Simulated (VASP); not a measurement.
Write the native input for VASP 6.6.1 that does the following.

```
Task                   : single point
Functional             : PBE
Potentials or basis    : VASP PAW PBE potentials, release 64 (Hf_pv, Nb_sv, F)
Cutoff                 : 520 eV
k mesh                 : 12 × 12 × 12
Occupations            : gaussian, width 0.1 eV
Spin                   : no spin polarisation
Dipole correction      : no
Further INCAR settings : ALGO = Normal; EDIFF = 1e-06; NBANDS = 30
```

The structure of HfNbF3 lies in POSCAR:

```
HfNbF3
1.0
    2.3398994456      1.3509415748      3.5696803383
   -2.3398994456      1.3509415748      3.5696803383
    0.0000000000     -2.7018831496      3.5696803383
Hf Nb F
1 1 3
Direct
    0.5000000000      0.5000000000      0.5000000000
    0.0000000000      0.0000000000      0.0000000000
    0.5000000000      0.5000000000      0.0000000000
    0.0000000000      0.5000000000      0.5000000000
    0.5000000000      0.0000000000      0.5000000000
```

The cell was generated, and may not be a known phase.

One way to write it, as run:

INCAR

```
  ALGO = Normal
  EDIFF = 1E-6
  ENCUT = 520
  GGA = PE
  ISIF = 2
  ISMEAR = 0
  LASPH = True
  LCHARG = True
  LELF = True
  LREAL = False
  LVHAR = True
  LWAVE = False
  NBANDS = 30
  NELM = 80
  PREC = Accurate
  SIGMA = 0.1
```

KPOINTS

```
k-points
0
Gamma
  12 12 12
```

Potentials or basis: VASP PAW PBE potentials, release 64 (Hf_pv, Nb_sv, F).

Launch:

```bash
$ cat potpaw_PBE.64/Hf_pv/POTCAR potpaw_PBE.64/Nb_sv/POTCAR potpaw_PBE.64/F/POTCAR > POTCAR
$ mpirun -np 1 vasp_std > vasp.out
```

It gave:

| Quantity | Value |
| --- | --- |
| Pressure | -1.5 GPa |
| Band gap on the k mesh | zero (bands 22 and 23 overlap by 0.19 eV) |

Caveat: spin-orbit coupling is left out, which moves the levels of the heavy elements.

Run time: 6.8 min on 1 thread of Intel(R) Xeon(R) Platinum 8488C (Sapphire Rapids), with other jobs on the host, peak memory 0.47 GiB.
